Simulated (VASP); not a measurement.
## HW8C8: single point with PBE

HW8C8, a slab with vacuum:

```
W C H
1.0
     5.78910    0.00000    0.00000
    -2.89455    5.01351    0.00000
     0.00000    0.00000   16.24817
W C H
8 8 1
Direct
  0.00000 0.00000 0.06155
  0.99985 0.99991 0.23811
  0.00000 0.50000 0.06155
  0.99958 0.49978 0.23782
  0.50000 0.00000 0.06155
  0.49997 0.00015 0.23785
  0.50000 0.50000 0.06155
  0.49997 0.49979 0.23785
  0.33297 0.16647 0.14280
  0.33638 0.16819 0.30680
  0.33326 0.66661 0.14402
  0.33306 0.66650 0.31440
  0.83341 0.16644 0.14278
  0.83154 0.16820 0.30679
  0.83343 0.66697 0.14278
  0.83153 0.66331 0.30679
  0.33242 0.66610 0.38155
```

```yaml
Program: VASP 6.6.1
Task: single point
Functional: PBE
Potentials_or_basis: VASP PAW PBE potentials, release 64 (W_sv, C, H)
Cutoff: 520 eV
k_mesh: 5 × 5 × 1
Occupations: gaussian, width 0.15 eV
Spin: no spin polarisation
```

| Item | Value |
| --- | --- |
| Largest force | 0.134 eV/Å |
| Band gap on the k mesh | zero (an odd number of electrons rules out a gap without spin polarisation) |

Forces on the atoms (eV/Å):
```
W   -0.002 -0.001 -0.111
W    0.001  0.001 -0.033
W    0.107  0.061 -0.042
W    0.019  0.011 -0.027
W   -0.003 -0.128 -0.039
W    0.001 -0.021 -0.029
W   -0.112  0.060 -0.039
W   -0.018  0.011 -0.029
C   -0.003 -0.001 -0.002
C    0.000 -0.001  0.087
C    0.000  0.001  0.010
C    0.002  0.001  0.063
C    0.002  0.001  0.001
C   -0.001  0.000  0.087
C    0.001  0.001  0.001
C    0.000 -0.001  0.086
H    0.005  0.004  0.017
```

Levels at points of the mesh, in eV from the Fermi level:
| k point | band 69 | band 70 | band 71 | band 72 | band 73 | band 74 | band 75 | band 76 | band 77 | band 78 |
| --- | --- | --- | --- | --- | --- | --- | --- | --- | --- | --- |
| (0.00, 0.00, 0.00) | -0.48 | 0.34 | 0.34 | 0.46 | 0.46 | 0.50 | 1.20 | 1.35 | 1.35 | 2.28 |

It took 23 min on 1 thread of Intel(R) Xeon(R) Platinum 8375C CPU @ 2.90GHz (Ice Lake), on a shared host, peak memory 0.79 GiB.

Caveat: spin-orbit coupling is left out, which moves the levels of the heavy elements.
